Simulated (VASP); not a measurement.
# Cd16S16O (a cell with a defect) in VASP: further runs, part 2 of 2

VASP 6.6.1. The steps go on from the part before.

### 5 Single point, PBE

File INCAR:

```
PREC = Accurate
ENCUT = 520
EDIFF = 1E-6
ISMEAR = -1
SIGMA = 0.01
LREAL = Auto
LASPH = True
NELM = 120
ALGO = Normal
ISIF = 2
LWAVE = False
LCHARG = False
GGA = PE
NBANDS = 169
GGA_COMPAT = False
ISYM = -1
```

File KPOINTS:

```
explicit points
1
Reciprocal
  0.25000000   0.25000000   0.25000000 1
```

File POSCAR:

```
Cd16S16O
1.0
    8.3277842500     -0.0000000600      0.0000000000
   -4.1638920700      7.2120727400      0.0000000000
    0.0000000000      0.0000000000     13.5350132800
Cd S O
16 16 1
Direct
    0.3216349185      0.1797583117      0.2551022987
    0.1690889603      0.3067654875      0.0024506071
    0.3410199531      0.1676115957      0.7417250942
    0.1536639568      0.3464816703      0.5020697697
    0.3439683848      0.6530192069      0.2581342868
    0.1718972686      0.8279163599     -0.0309628067
    0.3402900215      0.6612836826      0.7590514902
    0.1509543613      0.8478991033      0.5037613823
    0.8184185128      0.1794707424      0.2500358832
    0.6739730942      0.3243195299      0.0011493155
    0.8383466994      0.1619377802      0.7515538987
    0.6575395045      0.3407845606      0.4979152854
    0.8181375070      0.6760325672      0.2557470708
    0.6983882124      0.8317022385      0.0038257074
    0.8324994754      0.6586138578      0.7412219547
    0.6515364706      0.8449839954      0.5016374834
    0.3235754366      0.1785926274      0.4427712686
    0.1481095815      0.3460619573      0.1908753945
    0.3537788774      0.1675713855      0.9288918112
    0.1692125533      0.3349497568      0.6892053821
    0.3183751702      0.6793732115      0.4409806534
    0.1136549924      0.8835846831      0.1644507437
    0.3490165199      0.6550076783      0.9465830387
    0.1711504466      0.8293560292      0.6905432456
    0.8247858125      0.1742641949      0.4387771092
    0.6507035337      0.3475667994      0.1900010696
    0.8402624740      0.1598541906      0.9392707445
    0.6720935055      0.3273278190      0.6843725092
    0.8200989592      0.6752125533      0.4431492512
    0.6517150523      0.8494774332      0.1916392652
    0.8325090173      0.6442077358      0.9283046673
    0.6662540778      0.8316822717      0.6887917882
    0.0289321766     -0.0324081587      0.0840822226
```

Potentials or basis: VASP PAW PBE potentials, release 64 (Cd, S, O).

Run with:

```sh
> cat potpaw_PBE.64/Cd/POTCAR potpaw_PBE.64/S/POTCAR potpaw_PBE.64/O/POTCAR > POTCAR
> mpirun -np 1 vasp_std > vasp.out
```

OUTCAR:

```text
PREC = Accurate
   ENCUT = 520
   EDIFF = 1E-6
   ISMEAR = -1
   LREAL = Auto
   LASPH = True
   NELM = 120
   ISIF = 2
   GGA = PE
   ISYM = -1

 ion  position               nearest neighbor table
   1  0.322  0.180  0.255-  22 2.51  26 2.53  17 2.54  18 2.60
   2  0.169  0.307  0.002-  27 2.53  19 2.55  18 2.59  23 2.62  33 2.70
   3  0.341  0.168  0.742-  28 2.51  19 2.54  24 2.54  20 2.55
   4  0.154  0.346  0.502-  25 2.52  21 2.54  20 2.54  17 2.57
   5  0.344  0.653  0.258-  18 2.42  30 2.42  21 2.50
[... 370 lines left out ...]
  Total        7.4764340      7.0507362     14.0446583     -0.5278146      1.4349051     -2.6487222
  in kB       14.7352272     13.8962237     27.6804734     -1.0402643      2.8280399     -5.2203394
  external PRESSURE =      18.7706414 kB  Pullay stress =       0.0000000 kB

 VOLUME and BASIS-vectors are now :
 -----------------------------------------------------------------------------
  energy-cutoff  :      520.00
  volume of cell :      812.92
      direct lattice vectors                 reciprocal lattice vectors
     8.327784250 -0.000000060  0.000000000     0.120079961  0.069328196  0.000000000
    -4.163892070  7.212072740  0.000000000     0.000000001  0.138656395  0.000000000
     0.000000000  0.000000000 13.535013280     0.000000000  0.000000000  0.073882454

 POSITION                                       TOTAL-FORCE (eV/Angst)
 -----------------------------------------------------------------------------------
      1.93001      1.29643      3.45281         0.003485     -0.003169      0.012700
      0.13080      2.21241      0.03317         0.006419      0.002798      0.001957
      2.14202      1.20883     10.03926        -0.007312     -0.002408     -0.005229
     -0.16303      2.49885      6.79552        -0.001897      0.004106     -0.001023
      0.14539      4.70962      3.49385        -0.007429      0.007030      0.000804
     -2.01583      5.97099     13.11593         0.019357     -0.015266     -0.006173
[... 25 lines left out ...]
      2.08538      5.99815      9.32281         0.002713     -0.001529     -0.002802
     -3.78801      6.97834      1.13805        -0.010557      0.012476      0.005400
 -----------------------------------------------------------------------------------
    total drift:                                0.005804     -0.003080     -0.001045

  FREE ENERGIE OF THE ION-ELECTRON SYSTEM (eV)
  ---------------------------------------------------
  free  energy   TOTEN  =      -104.3187707207 eV

  energy  without entropy=     -104.3187707207  energy(sigma->0) =     -104.31877072
```

Run time: 3.8 min. Hardware: 1 thread of AMD EPYC 9R45 (Zen 5), shared host; peak memory 0.86 GiB.

Results:

```yaml
Free_energy: -104.3188 eV
Pressure: 1.9 GPa
Largest_force: 0.025 eV/Å
Band_gap_on_the_k_mesh: 2.06 eV
```

Forces in eV/Å, atoms in the order of the input:
```
Cd   0.003 -0.003  0.013
Cd   0.006  0.003  0.002
Cd  -0.007 -0.002 -0.005
Cd  -0.002  0.004 -0.001
Cd  -0.007  0.007  0.001
Cd   0.019 -0.015 -0.006
Cd  -0.003  0.001  0.006
Cd  -0.003  0.003 -0.004
Cd  -0.014  0.009  0.002
Cd   0.000 -0.002  0.005
Cd  -0.002  0.003  0.001
Cd   0.004 -0.002  0.003
Cd   0.006  0.001  0.012
Cd  -0.008 -0.010 -0.004
Cd  -0.001  0.007 -0.008
Cd  -0.005  0.000 -0.001
S   -0.002  0.002  0.000
S   -0.007 -0.013 -0.013
S    0.002  0.012 -0.001
S    0.003 -0.001 -0.002
S   -0.006  0.002  0.007
S    0.016 -0.012 -0.006
S    0.002  0.000  0.011
S    0.006 -0.004  0.002
S    0.004 -0.002 -0.003
S    0.003 -0.002 -0.005
S   -0.002  0.002 -0.002
S    0.009 -0.005  0.000
S   -0.004  0.002  0.001
S    0.004  0.008 -0.009
S   -0.008 -0.005  0.002
S    0.003 -0.002 -0.003
O   -0.011  0.012  0.005
```

Stress tensor (GPa, compression positive):
```
 1.47 -0.10 -0.52
-0.10  1.39  0.28
-0.52  0.28  2.77
```

### 6 Overview

```csv
cell,gap on the mesh (eV),pressure (GPa),largest force (eV/Å)
"as given, atomic positions A",2.50,2.0,0.11
"as given, atomic positions B",2.50,2.0,0.12
"as given, atomic positions C",2.06,1.9,0.03
```

Alike in all rows: task single point; level PBE; potentials or basis VASP PAW PBE potentials, release 64 (Cd, S, O); no spin polarisation; k mesh 1 × 1 × 1, shifted; cutoff (eV) 520; smearing fermi-dirac 0.01 eV.

Absolute energies hang on the potentials; compare differences alone.
